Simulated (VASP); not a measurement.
# Pd (Fm-3m) in VASP: a series of runs

The runs below take Pd through single point, with r2SCAN+rVV10.

All numbers are computed with VASP 6.6.1; they aren't measurements. Logs are shortened: lines on timing, memory, paths and dates and some standing lists are left out, and cuts for length are marked.

**1. The cell of the first run**

The structure is cubic, space group Fm-3m (No. 225). Conventional cell: a = 3.893 Å, b = 3.893 Å, c = 3.893 Å, α = 90.00°, β = 90.00°, γ = 90.00°. Within 3.6 Å of Pd (site symmetry m-3m) lie 12 Pd at 2.75 Å.

**2. Single point, r2SCAN+rVV10**

POSCAR

```
Pd
1.0
    0.0000000000      1.9465000000      1.9465000000
    1.9465000000      0.0000000000      1.9465000000
    1.9465000000      1.9465000000      0.0000000000
Pd
1
Direct
    0.0000000000      0.0000000000      0.0000000000
```

INCAR.step1

```
SYSTEM = Pd
PREC = Accurate ; ENCUT = 520
ISMEAR = -1 ; SIGMA = 0.05
LREAL = .FALSE. ; LASPH = .TRUE.
NELM = 100 ; NBANDS = 11
GGA = PE ; ALGO = Normal
EDIFF = 1E-4 ; LWAVE = .TRUE.
LCHARG = .FALSE.
```

INCAR.step2

```
SYSTEM = Pd
PREC = Accurate ; ENCUT = 520
EDIFF = 1E-7 ; ISMEAR = -1
SIGMA = 0.05 ; LREAL = .FALSE.
LASPH = .TRUE. ; NELM = 100
ALGO = Normal ; ISIF = 2
LWAVE = .FALSE. ; LCHARG = .TRUE.
METAGGA = R2SCAN ; LMIXTAU = .TRUE.
LUSE_VDW = .TRUE. ; IVDW_NL = 2
BPARAM = 11.95 ; CPARAM = 0.0093
LELF = .TRUE. ; LVHAR = .TRUE.
NBANDS = 11 ; ISTART = 1
```

KPOINTS

```
Automatic mesh
0
G
  12 12 12
  0 0 0
```

Potentials or basis: VASP PAW PBE potentials, release 64 (Pd).

Command:

```bash
> cat potpaw_PBE.64/Pd/POTCAR > POTCAR
> cp INCAR.step1 INCAR
> mpirun -np 1 vasp_std > vasp.out
> cp INCAR.step2 INCAR
> mpirun -np 1 vasp_std > vasp.out
```

OUTCAR:

```text
SYSTEM = Pd
   PREC = Accurate
   ENCUT = 520
   EDIFF = 1E-7
   ISMEAR = -1
   LREAL = .FALSE.
   LASPH = .TRUE.
   NELM = 100
   ISIF = 2
   METAGGA = R2SCAN
   IVDW_NL = 2
   BPARAM = 11.95
   ISTART = 1

 ion  position               nearest neighbor table
   1  0.000  0.000  0.000-

  LATTYP: Found a face centered cubic cell.
 ALAT       =     3.8930000000

  Lattice vectors:

 A1 = (   0.0000000000,   1.9465000000,   1.9465000000)
 A2 = (   1.9465000000,   0.0000000000,   1.9465000000)
 A3 = (   1.9465000000,   1.9465000000,   0.0000000000)

Analysis of symmetry for initial positions (statically):
[... 33 lines left out ...]
                                     Primitive cell

  volume of cell :      14.7500

  direct lattice vectors                    reciprocal lattice vectors
     0.000000000  1.946500000  1.946500000    -0.256871307  0.256871307  0.256871307
     1.946500000  0.000000000  1.946500000     0.256871307 -0.256871307  0.256871307
     1.946500000  1.946500000  0.000000000     0.256871307  0.256871307 -0.256871307

  length of vectors
     2.752766699  2.752766699  2.752766699     0.444914156  0.444914156  0.444914156

  position of ions in fractional coordinates (direct lattice)
     0.000000000  0.000000000  0.000000000

  ion indices of the primitive-cell ions
   primitive index   ion index
                 1           1

----------------------------------------------------------------------------------------

 KPOINTS: Automatic mesh

Automatic generation of k-mesh.
 Grid dimensions read from file:
 generate k-points for:   12   12   12

 Generating k-lattice:

  Cartesian coordinates                     Fractional coordinates (reciprocal lattice)
    -0.021405942  0.021405942  0.021405942     0.083333333  0.000000000  0.000000000
     0.021405942 -0.021405942  0.021405942     0.000000000  0.083333333  0.000000000
     0.021405942  0.021405942 -0.021405942     0.000000000  0.000000000  0.083333333

  Length of vectors
     0.037076180  0.037076180  0.037076180

  Shift w.r.t. Gamma in fractional coordinates (k-lattice)
     0.000000000  0.000000000  0.000000000

 Subroutine IBZKPT returns following result:
 ===========================================

 Found     72 irreducible k-points:

 Following reciprocal coordinates:
            Coordinates               Weight
  0.000000  0.000000  0.000000      1.000000
  0.083333  0.000000  0.000000      8.000000
  0.166667  0.000000  0.000000      8.000000
  0.250000  0.000000  0.000000      8.000000
  0.333333  0.000000  0.000000      8.000000
  0.416667  0.000000  0.000000      8.000000
[... 16 lines left out ...]
  0.500000  0.166667  0.000000     24.000000
 -0.416667  0.166667  0.000000     24.000000
 [... further k-points ...]
   k-points           NKPTS =     72   k-points in BZ     NKDIM =     72   number of bands    NBANDS=     11
   number of dos      NEDOS =    301   number of ions     NIONS =      1
   total plane-waves  NPLWV =   8000
   dimension x,y,z NGX =    20 NGY =   20 NGZ =   20
   dimension x,y,z NGXF=    40 NGYF=   40 NGZF=   40
   ions per type =               1
   NGX,Y,Z   is equivalent  to a cutoff of  12.08, 12.08, 12.08 a.u.
   NGXF,Y,Z  is equivalent  to a cutoff of  24.16, 24.16, 24.16 a.u.
 SYSTEM =  Pd
   PREC   = accura    normal or accurate (medium, high low for compatibility)
   ISTART =      1    job   : 0-new  1-cont  2-samecut
   ICHARG =      0    charge: 1-file 2-atom 10-const
   ISPIN  =      1    spin polarized calculation?
   LNONCOLLINEAR =      F non collinear calculations
   LSORBIT =      F    spin-orbit coupling
   LASPH  =      T    aspherical Exc in radial PAW
   ENCUT  =  520.0 eV  38.22 Ry    6.18 a.u.   5.12  5.12  5.12*2*pi/ulx,y,z
   NELM   =    100;   NELMIN=  2; NELMDL=  0     # of ELM steps
   EDIFF  = 0.1E-06   stopping-criterion for ELM
   LREAL  =      F    real-space projection
   EDIFFG = 0.1E-05   stopping-criterion for IOM
   NSW    =      0    number of steps for IOM
   IBRION =     -1    ionic relax: 0-MD 1-quasi-New 2-CG
   NFREE  =      0    steps in history (QN), initial steepest desc. (CG)
   ISIF   =      2    stress and relaxation
   ISYM   =      2    0-nonsym 1-usesym 2-fastsym
   POTIM  = 0.5000    time-step for ionic-motion
   TEBEG  =    0.0;   TEEND  =   0.0 temperature during run
   PSTRESS=    0.0 pullay stress
   NELECT =      10.0000    total number of electrons
   NUPDOWN=      -1.0000    fix difference up-down
   EMIN   =  10.00;   EMAX   =-10.00  energy-range for DOS
   EFERMI =   0.00;   METHOD = LEGACY
   ISMEAR =    -1;   SIGMA  =   0.05  broadening in eV -4-tet -1-fermi 0-gaus
   EFERMI_NEDOS =   21; number of points for ismear=-14 and -15
   IALGO  =     38    algorithm
   IMIX   =      4    mixing-type and parameters
     AMIX     =   0.40;   BMIX     =  1.00
     AMIX_MAG =   1.60;   BMIX_MAG =  1.00
  volume/ion in A,a.u.               =      14.75        99.54
  Fermi-wavevector in a.u.,A,eV,Ry     =   1.438171  2.717748 28.141404  2.068335
  Thomas-Fermi vector in A             =   2.557167
   LORBIT       =      0    0 simple, 1 ext, 2 COOP (PROOUT), +10 PAW based schemes
   METAGGA = R2SCAN    functional components
   LHFCALC =     F    Hartree Fock is set to
   AEXX    =    0.0000 exact exchange contribution
   IVDW_NL    =     2    kernel type
   BPARAM     =11.9500
   IVDW    =     0    specifies the selected vdW correction
   LEPSILON=     F    determine dielectric tensor
   LRPA    =     F    only Hartree local field effects (RPA)
 non-spin polarized calculation
  energy-cutoff  :      520.00
  volume of cell :       14.75
 maximum number of plane-waves:       415
   NGX = 11   NGY = 11   NGZ = 11

 number of electron       9.9999999 magnetization

 Free energy of the ion-electron system (eV)
  ---------------------------------------------------
  ext. energy  EPLUGINS =         0.00000000
  ---------------------------------------------------
  free energy    TOTEN  =       -22.68849539 eV

  energy without entropy =      -22.67009185  energy(sigma->0) =      -22.67929362

 E-fermi :   9.5677     XC(G=0): -14.1741

 val. band max:        9.5633778264   @ k =  -0.4167   0.3333   0.0833
 cond. band min:       9.5695518817   @ k =  -0.2500   0.4167   0.1667
 fundamental gap:      0.0061740552
 Fermi energy:         9.5677031151

 k-point     1 :       0.0000    0.0000    0.0000
  band No.  band energies     occupation
      1       2.3710      2.00000
      2       6.6665      2.00000
      3       6.6665      2.00000
      4       6.6665      2.00000
      5       8.2788      2.00000
      6       8.2788      2.00000
      7      27.5960      0.00000
      8      31.9782      0.00000
      9      32.5876      0.00000
     10      32.5877      0.00000
     11      32.5877      0.00000

 k-point     2 :       0.0833    0.0000    0.0000
  band No.  band energies     occupation
      1       2.6302      2.00000
      2       6.5784      2.00000
      3       6.7543      2.00000
      4       6.7543      2.00000
      5       8.2395      2.00000
      6       8.2395      2.00000
      7      27.8486      0.00000
      8      31.0242      0.00000
      9      32.0073      0.00000
     10      32.8769      0.00000
     11      32.8769      0.00000

 k-point     3 :       0.1667    0.0000    0.0000
  band No.  band energies     occupation
      1       3.3269      2.00000
      2       6.4326      2.00000
      3       6.9290      2.00000
      4       6.9290      2.00000
      5       8.2179      2.00000
      6       8.2179      2.00000
      7      27.6361      0.00000
      8      28.9909      0.00000
      9      31.9969      0.00000
     10      33.6241      0.00000
     11      33.6242      0.00000

 k-point     4 :       0.2500    0.0000    0.0000
  band No.  band energies     occupation
      1       4.0733      2.00000
      2       6.6883      2.00000
      3       6.9554      2.00000
      4       6.9554      2.00000
      5       8.4524      2.00000
      6       8.4524      2.00000
      7      24.8146      0.00000
      8      28.6997      0.00000
      9      31.9904      0.00000
     10      34.2578      0.00000
     11      34.2578      0.00000

 k-point     5 :       0.3333    0.0000    0.0000
  band No.  band energies     occupation
      1       4.2868      2.00000
      2       6.8060      2.00000
      3       6.8060      2.00000
      4       7.9438      2.00000
      5       8.9298      1.99999
      6       8.9298      1.99999
      7      21.6202      0.00000
      8      27.9463      0.00000
      9      31.9894      0.00000
     10      33.4269      0.00000
     11      33.4269      0.00000
[... 211 lines left out ...]
 k-point    21 :       0.3333    0.1667    0.0000
  band No.  band energies     occupation
      1       4.7818      2.00000
      2       5.8635      2.00000
      3       6.8446      2.00000
      4       7.5252      2.00000
      5       9.1356      1.99965
      6       9.2251      1.99789
      7      24.2451      0.00000
      8      28.6911      0.00000
      9      29.3767      0.00000
     10      31.4851      0.00000
     11      32.1334      0.00000

 k-point    22 :       0.4167    0.1667    0.0000
  band No.  band energies     occupation
      1       4.7715      2.00000
      2       6.2261      2.00000
      3       6.8838      2.00000
      4       7.3736      2.00000
      5       9.5010      1.58308
      6      10.9175      0.00000
      7      20.9458      0.00000
      8      27.6731      0.00000
      9      29.0350      0.00000
     10      30.7739      0.00000
     11      32.0731      0.00000

 k-point    23 :       0.5000    0.1667    0.0000
  band No.  band energies     occupation
      1       4.7226      2.00000
      2       6.1533      2.00000
      3       7.2186      2.00000
      4       7.4320      2.00000
      5       9.5961      0.72344
      6      12.8925      0.00000
      7      18.1203      0.00000
      8      26.7911      0.00000
      9      29.3199      0.00000
     10      29.8399      0.00000
     11      32.0340      0.00000

 k-point    24 :      -0.4167    0.1667    0.0000
  band No.  band energies     occupation
      1       4.7767      2.00000
      2       6.1605      2.00000
      3       7.1445      2.00000
      4       7.6418      2.00000
      5       9.3227      1.98521
      6      13.4717      0.00000
      7      17.5837      0.00000
      8      26.1873      0.00000
      9      29.3643      0.00000
     10      30.4133      0.00000
     11      32.0217      0.00000

 [... further k-points ...]
[... 5 lines left out ...]
  --------------------------------------------------------------------------------------
  -------------------------------------------------------------------------------------
  Total        0.0518974      0.0518974      0.0518974     -0.0000000      0.0000000      0.0000000
  in kB        5.6371972      5.6371972      5.6371972     -0.0000000      0.0000000      0.0000000
  external PRESSURE =       5.6371972 kB  Pullay stress =       0.0000000 kB

 VOLUME and BASIS-vectors are now :
 -----------------------------------------------------------------------------
  energy-cutoff  :      520.00
  volume of cell :       14.75
      direct lattice vectors                 reciprocal lattice vectors
     0.000000000  1.946500000  1.946500000    -0.256871307  0.256871307  0.256871307
     1.946500000  0.000000000  1.946500000     0.256871307 -0.256871307  0.256871307
     1.946500000  1.946500000  0.000000000     0.256871307  0.256871307 -0.256871307

 POSITION                                       TOTAL-FORCE (eV/Angst)
 -----------------------------------------------------------------------------------
      0.00000      0.00000      0.00000        -0.000000      0.000000      0.000000
 -----------------------------------------------------------------------------------
    total drift:                                0.000000      0.000000      0.000000

  FREE ENERGIE OF THE ION-ELECTRON SYSTEM (eV)
  ---------------------------------------------------
  free  energy   TOTEN  =       -22.6884953863 eV

  energy  without entropy=      -22.6700918458  energy(sigma->0) =      -22.67929362
```

Run time: 59 s. Hardware: 1 thread of Intel Xeon Platinum 8259CL at 2.50GHz (Skylake/Cascade Lake), shared host; peak memory 0.18 GiB.

What came out:

```yaml
Free_energy: -22.6885 eV
Pressure: 0.6 GPa
Band_gap_on_the_k_mesh: zero (band 5 reaches 9.90 eV, above the bottom of band 6 at 8.22 eV)
```

Caveat: the PAW data sets were made with another functional, which shifts forces and pressure a little.

(Part 1 of 2 ends here.)
